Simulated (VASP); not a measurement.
# PbO2 (P4_2/mnm) in VASP: notebook, part 2 of 3

VASP 6.6.1. Earlier steps stand in the parts before.

## (3) Single point, LDA

File INCAR:

```
SYSTEM = PbO2
PREC = Accurate
ENCUT = 520
EDIFF = 1E-6
ISMEAR = -1
SIGMA = 0.02
LREAL = .False.
LASPH = .True.
NELM = 80
ALGO = Normal
ISIF = 2
LWAVE = .False.
LCHARG = .False.
NBANDS = 35
```

File KPOINTS:

```
Automatic mesh
0
Gamma
  6 6 8
  0 0 0
```

File POSCAR:

```
PbO2
1.0
    4.9827343070      0.0000000000      0.0000000000
    0.0000000000      4.9827343070      0.0000000000
    0.0000000000      0.0000000000      3.4080489278
Pb O
2 4
Direct
    0.0000000000      0.0000000000      0.0000000000
    0.5000000000      0.5000000000      0.5000000000
    0.3072247645      0.3072247645      0.0000000000
    0.1927752355      0.8072247645      0.5000000000
    0.6927752355      0.6927752355      0.0000000000
    0.8072247645      0.1927752355      0.5000000000
```

Potentials or basis: VASP PAW LDA potentials, release 64 (Pb_d, O).

Launch:

```console
$ cat potpaw_LDA.64/Pb_d/POTCAR potpaw_LDA.64/O/POTCAR > POTCAR
$ mpirun -np 1 vasp_std > vasp.out
```

OUTCAR:

```text
SYSTEM = PbO2
   PREC = Accurate
   ENCUT = 520
   EDIFF = 1E-6
   ISMEAR = -1
   LREAL = .False.
   LASPH = .True.
   NELM = 80
   ISIF = 2

 ion  position               nearest neighbor table
   1  0.000  0.000  0.000-   3 2.16   5 2.16   4 2.18   6 2.18   4 2.18   6 2.18   2 3.91   2 3.91
                             2 3.91   2 3.91   2 3.91   2 3.91   2 3.91   2 3.91
   2  0.500  0.500  0.500-   4 2.16   6 2.16   5 2.18   3 2.18   3 2.18   5 2.18   1 3.91   1 3.91
                             1 3.91   1 3.91   1 3.91   1 3.91   1 3.91   1 3.91
   3  0.307  0.307  0.000-   1 2.16   2 2.18   2 2.18
   4  0.193  0.807  0.500-   2 2.16   1 2.18   1 2.18
   5  0.693  0.693  0.000-   1 2.16   2 2.18   2 2.18
   6  0.807  0.193  0.500-   2 2.16   1 2.18   1 2.18

  LATTYP: Found a simple tetragonal cell.
 ALAT       =     4.9827343070
 C/A-ratio  =     0.6839716344

  Lattice vectors:

 A1 = (   4.9827343070,   0.0000000000,   0.0000000000)
 A2 = (   0.0000000000,   4.9827343070,   0.0000000000)
 A3 = (   0.0000000000,   0.0000000000,   3.4080489278)

Analysis of symmetry for initial positions (statically):
=====================================================================
 Subroutine PRICEL returns:
 Original cell was already a primitive cell.

 Routine SETGRP: Setting up the symmetry group for a
 simple tetragonal supercell.

 Subroutine GETGRP returns: Found 16 space group operations
 (whereof  8 operations were pure point group operations)
 out of a pool of 16 trial point group operations.

The static configuration has the point symmetry D_2h.
 The point group associated with its full space group is D_4h.

Analysis of symmetry for dynamics (positions and initial velocities):
=====================================================================
 Subroutine PRICEL returns:
 Original cell was already a primitive cell.

 Routine SETGRP: Setting up the symmetry group for a
 simple tetragonal supercell.

 Subroutine GETGRP returns: Found 16 space group operations
[... 134 lines left out ...]
  Fermi-wavevector in a.u.,A,eV,Ry     =   1.391860  2.630234 26.358212  1.937274
  Thomas-Fermi vector in A             =   2.515658
   LORBIT       =      0    0 simple, 1 ext, 2 COOP (PROOUT), +10 PAW based schemes
   GGA     = CA    functional components
   LHFCALC =     F    Hartree Fock is set to
   AEXX    =    0.0000 exact exchange contribution
   IVDW    =     0    specifies the selected vdW correction
   LEPSILON=     F    determine dielectric tensor
   LRPA    =     F    only Hartree local field effects (RPA)
 non-spin polarized calculation
  energy-cutoff  :      520.00
  volume of cell :       84.61
 maximum number of plane-waves:      2302
 NGX is ok and might be reduce to    40
   NGX = 19   NGY = 19   NGZ = 13

 number of electron      52.0000010 magnetization

 Free energy of the ion-electron system (eV)
  ---------------------------------------------------
  ext. energy  EPLUGINS =         0.00000000
  ---------------------------------------------------
  free energy    TOTEN  =       -36.63729489 eV

  energy without entropy =      -36.63681575  energy(sigma->0) =      -36.63705532

 E-fermi :   3.9926     XC(G=0): -11.1836

 val. band max:        3.9593387177   @ k =   0.0000   0.0000   0.1250
 cond. band min:       4.0325007937   @ k =   0.1667   0.0000   0.0000
 fundamental gap:      0.0731620760
 Fermi energy:         3.9925816172

 k-point     1 :       0.0000    0.0000    0.0000
  band No.  band energies     occupation
      1     -14.1132      2.00000
      2     -14.0295      2.00000
      3     -12.2385      2.00000
      4     -12.2385      2.00000
      5     -11.5594      2.00000
      6     -11.3438      2.00000
[... 901 lines left out ...]
     34      15.1403      0.00000
     35      15.9324      0.00000

 [... further k-points ...]

------------------------ aborting loop because EDIFF is reached ----------------------------------------

  FORCE on cell =-STRESS in cart. coord.  units (eV):
  Direction    XX          YY          ZZ          XY          YZ          ZX
  --------------------------------------------------------------------------------------
  -------------------------------------------------------------------------------------
  Total       -1.5088221     -1.5088221     -1.7735413      0.0000000      0.0000000      0.0000000
  in kB      -28.5698084    -28.5698084    -33.5823138      0.0000000      0.0000000      0.0000000
  external PRESSURE =     -30.2406435 kB  Pullay stress =       0.0000000 kB

 VOLUME and BASIS-vectors are now :
 -----------------------------------------------------------------------------
  energy-cutoff  :      520.00
  volume of cell :       84.61
      direct lattice vectors                 reciprocal lattice vectors
     4.982734307  0.000000000  0.000000000     0.200693021  0.000000000  0.000000000
     0.000000000  4.982734307  0.000000000     0.000000000  0.200693021  0.000000000
     0.000000000  0.000000000  3.408048928     0.000000000  0.000000000  0.293423017

 POSITION                                       TOTAL-FORCE (eV/Angst)
 -----------------------------------------------------------------------------------
      0.00000      0.00000      0.00000         0.000000      0.000000      0.000000
      2.49137      2.49137      1.70402         0.000000      0.000000      0.000000
      1.53082      1.53082      0.00000         0.039016      0.039016      0.000000
      0.96055      4.02219      1.70402        -0.039016      0.039016      0.000000
      3.45191      3.45191      0.00000        -0.039016     -0.039016     -0.000000
      4.02219      0.96055      1.70402         0.039016     -0.039016     -0.000000
 -----------------------------------------------------------------------------------
    total drift:                               -0.000000     -0.000000     -0.000000

  FREE ENERGIE OF THE ION-ELECTRON SYSTEM (eV)
  ---------------------------------------------------
  free  energy   TOTEN  =       -36.6372948923 eV

  energy  without entropy=      -36.6368157462  energy(sigma->0) =      -36.63705532
```

OSZICAR:

```text
N       E                     dE             d eps       ncg     rms          rms(c)
DAV:   1     0.672130539066E+03    0.67213E+03   -0.25641E+04  3508   0.180E+03
DAV:   2     0.496983926305E+02   -0.62243E+03   -0.59027E+03  3799   0.497E+02
DAV:   3    -0.377336454954E+02   -0.87432E+02   -0.84678E+02  4192   0.205E+02
DAV:   4    -0.420718147292E+02   -0.43382E+01   -0.42987E+01  4376   0.475E+01
DAV:   5    -0.422213065404E+02   -0.14949E+00   -0.14922E+00  4601   0.907E+00    0.135E+01
DAV:   6    -0.367786799731E+02    0.54426E+01   -0.16708E+01  5358   0.503E+01    0.446E+00
DAV:   7    -0.367270600411E+02    0.51620E-01   -0.16611E+00  4054   0.951E+00    0.268E+00
DAV:   8    -0.366636702423E+02    0.63390E-01   -0.46042E-01  5442   0.574E+00    0.121E+00
DAV:   9    -0.366363196447E+02    0.27351E-01   -0.80676E-02  5388   0.360E+00    0.121E-01
DAV:  10    -0.366373573352E+02   -0.10377E-02   -0.10283E-02  3936   0.556E-01    0.909E-02
DAV:  11    -0.366373083222E+02    0.49013E-04   -0.22529E-04  5271   0.131E-01    0.409E-02
DAV:  12    -0.366372958208E+02    0.12501E-04   -0.32790E-05  4128   0.380E-02    0.112E-02
DAV:  13    -0.366372948923E+02    0.92852E-06   -0.23603E-06  3379   0.175E-02
   1 F= -.36637295E+02 E0= -.36637055E+02  d E =-.479146E-03
```

Run time: 98 s. Hardware: 1 thread of AMD EPYC 7R13 (Zen 3), shared host; peak memory 0.21 GiB.

Results:

```yaml
Free_energy: -36.6373 eV
Pressure: -3.0 GPa
Largest_force: 0.055 eV/Å
Band_gap_on_the_k_mesh: 0.07 eV (least direct gap 0.11 eV)
```

Forces on the atoms (eV/Å):
```
Pb   0.000  0.000  0.000
Pb   0.000  0.000  0.000
O    0.039  0.039  0.000
O   -0.039  0.039  0.000
O   -0.039 -0.039  0.000
O    0.039 -0.039  0.000
```

Stress tensor (GPa, compression positive):
```
-2.86  0.00  0.00
 0.00 -2.86  0.00
 0.00  0.00 -3.36
```

Levels at points of the mesh, in eV from the valence-band top:
```csv
k point,band 23,band 24,band 25,band 26,band 27,band 28,band 29,band 30
"(0.00, 0.00, 0.00)",-0.62,-0.62,-0.60,-0.60,0.10,4.17,5.67,5.67
"(0.50, 0.00, 0.00)",-0.67,-0.67,-0.38,-0.38,2.40,2.40,6.28,6.28
"(0.50, 0.50, 0.00)",-0.68,-0.68,-0.47,-0.47,2.79,2.79,6.59,6.59
"(0.00, 0.00, 0.50)",-1.14,-1.14,-0.78,-0.78,3.70,3.70,8.69,8.69
"(0.50, 0.00, 0.50)",-0.78,-0.78,-0.21,-0.21,4.01,4.01,7.17,7.17
"(0.50, 0.50, 0.50)",-0.67,-0.67,-0.51,-0.51,2.76,2.76,8.10,8.10
```

Caveat: the cell stands under tension; spin-orbit coupling is left out, which moves the levels of the heavy elements.

## (4) Single point, PBE

This run uses another cell than the first one, of 14.81 Å³/atom.

INCAR, as its differences from that of step 3:

```diff
@@ -13,2 +13,3 @@
 LCHARG = .False.
+GGA = PE
 NBANDS = 35
```

KPOINTS is that of step 3.

File POSCAR:

```
PbO2
1.0
    5.0819121967      0.0000000000      0.0000000000
    0.0000000000      5.0819121967      0.0000000000
    0.0000000000      0.0000000000      3.4416552940
Pb O
2 4
Direct
    0.0000000000      0.0000000000      0.0000000000
    0.5000000000      0.5000000000      0.5000000000
    0.3079834378      0.3079834378      0.0000000000
    0.1920165622      0.8079834378      0.5000000000
    0.6920165622      0.6920165622      0.0000000000
    0.8079834378      0.1920165622      0.5000000000
```

Potentials or basis: VASP PAW PBE potentials, release 64 (Pb_d, O).

Launch:

```console
$ cat potpaw_PBE.64/Pb_d/POTCAR potpaw_PBE.64/O/POTCAR > POTCAR
$ mpirun -np 1 vasp_std > vasp.out
```

It took 1.8 min on 1 thread of AMD EPYC 7R13 (Zen 3), shared host; peak memory 0.24 GiB.

It converged, with:

```
Free energy            : -31.8678 eV
Pressure               : 0.2 GPa
Largest force          : 0.011 eV/Å
Band gap on the k mesh : 0.02 eV (least direct gap 0.10 eV)
```

Forces on the atoms (eV/Å):
```
Pb   0.000  0.000  0.000
Pb   0.000  0.000  0.000
O   -0.007 -0.007  0.000
O    0.007 -0.007  0.000
O    0.007  0.007  0.000
O   -0.007  0.007  0.000
```

Stress tensor (GPa, compression positive):
```
0.18 0.00 0.00
0.00 0.18 0.00
0.00 0.00 0.33
```

Levels at points of the mesh, in eV from the valence-band top:
| k point | band 24 | band 25 | band 26 | band 27 | band 28 | band 29 |
| --- | --- | --- | --- | --- | --- | --- |
| (0.00, 0.00, 0.00) | -0.63 | -0.55 | -0.55 | 0.09 | 3.88 | 5.75 |
| (0.50, 0.00, 0.00) | -0.66 | -0.36 | -0.36 | 2.07 | 2.07 | 6.34 |
| (0.50, 0.50, 0.00) | -0.68 | -0.46 | -0.46 | 2.47 | 2.47 | 6.53 |
| (0.00, 0.00, 0.50) | -1.01 | -0.73 | -0.73 | 3.38 | 3.38 | 8.59 |
| (0.50, 0.00, 0.50) | -0.71 | -0.27 | -0.27 | 3.66 | 3.66 | 7.01 |
| (0.50, 0.50, 0.50) | -0.63 | -0.48 | -0.48 | 2.53 | 2.53 | 8.11 |

Caveat: spin-orbit coupling is left out, which moves the levels of the heavy elements. A k mesh can miss the band edges.

## (5) Relaxation of cell and atoms, PBEsol

This run uses another cell than the first one, of 14.81 Å³/atom.

File INCAR:

```
ALGO = Normal
EDIFF = 1E-7
EDIFFG = -0.005
ENCUT = 600
GGA = PS
IBRION = 2
ISIF = 3
ISMEAR = -1
LASPH = T
LCHARG = F
LREAL = F
LWAVE = F
NELM = 80
NSW = 80
PREC = Accurate
SIGMA = 0.02
```

File KPOINTS:

```
k-points
0
Gamma
  4 4 6
```

POSCAR is that of step 4.

Launch:

```console
$ cat potpaw_PBE.64/Pb_d/POTCAR potpaw_PBE.64/O/POTCAR > POTCAR
$ mpirun -np 1 vasp_std > vasp.out
```

Wall time 5.5 min (1 thread of AMD EPYC 7R13 (Zen 3), shared host); peak memory 0.23 GiB.

It converged, with:

| Quantity | Value |
| --- | --- |
| Free energy | -34.0880 eV |
| Relaxed volume | 14.20 Å³/atom |
| Relaxed cell | a = 4.996 Å, b = 4.996 Å, c = 3.415 Å, α = 90.00°, β = 90.00°, γ = 90.00° |
| Space group after relaxing (to 0.1 Å) | P4_2/mnm (No. 136) |
| Energy gained by relaxing | 9.7 meV/atom |
| Ionic steps | 9 |
| Pressure after relaxing | 0.0 GPa |
| Largest force after relaxing | 0.004 eV/Å |
| Band gap on the k mesh | 0.18 eV (least direct gap 0.69 eV) |

Forces on the atoms (eV/Å):
```
Pb   0.000  0.000  0.000
Pb   0.000  0.000  0.000
O   -0.003 -0.003  0.000
O    0.003 -0.003  0.000
O    0.003  0.003  0.000
O   -0.003  0.003  0.000
```

Step by step:
| step | energy change (eV) | largest force (eV/Å) | pressure (GPa) | volume (Å³) |
| --- | --- | --- | --- | --- |
| 1 | 0.0000 | 0.0568 | -5.03 | 88.88 |
| 2 | -0.0188 | 0.1962 | 4.59 | 83.03 |
| 3 | -0.0553 | 0.0735 | -0.09 | 85.56 |
| 4 | -0.0553 | 0.0765 | 0.02 | 85.49 |
| 5 | -0.0575 | 0.0256 | 0.07 | 85.33 |
| 6 | -0.0582 | 0.0255 | 0.13 | 85.16 |
| 7 | -0.0584 | 0.0153 | -0.14 | 85.31 |
| 8 | -0.0584 | 0.0161 | -0.12 | 85.30 |
| 9 | -0.0585 | 0.0042 | 0.01 | 85.21 |

Final structure:
```
Pb O
1.0
     4.99558    0.00000    0.00000
     0.00000    4.99558    0.00000
     0.00000    0.00000    3.41462
Pb O
2 4
Direct
  0.00000 0.00000 0.00000
  0.50000 0.50000 0.50000
  0.30760 0.30760 0.00000
  0.19240 0.80760 0.50000
  0.69240 0.69240 0.00000
  0.80760 0.19240 0.50000
```

Levels at points of the mesh, in eV from the valence-band top:
| k point | band 23 | band 24 | band 25 | band 26 | band 27 | band 28 | band 29 | band 30 |
| --- | --- | --- | --- | --- | --- | --- | --- | --- |
| (0.00, 0.00, 0.00) | -0.53 | -0.53 | -0.51 | -0.51 | 0.18 | 4.23 | 5.81 | 5.81 |
| (0.50, 0.00, 0.00) | -0.57 | -0.57 | -0.29 | -0.29 | 2.44 | 2.44 | 6.41 | 6.41 |
| (0.50, 0.50, 0.00) | -0.59 | -0.59 | -0.39 | -0.39 | 2.84 | 2.84 | 6.70 | 6.70 |
| (0.00, 0.00, 0.50) | -1.03 | -1.03 | -0.70 | -0.70 | 3.76 | 3.76 | 8.82 | 8.82 |
| (0.50, 0.00, 0.50) | -0.69 | -0.69 | -0.13 | -0.13 | 4.07 | 4.07 | 7.26 | 7.26 |
| (0.50, 0.50, 0.50) | -0.58 | -0.58 | -0.43 | -0.43 | 2.83 | 2.83 | 8.25 | 8.25 |

Caveat: the PAW data sets were made with another functional, which shifts forces and pressure a little; spin-orbit coupling is left out, which moves the levels of the heavy elements. A k mesh can miss the band edges.

(Part 2 of 3 ends here.)
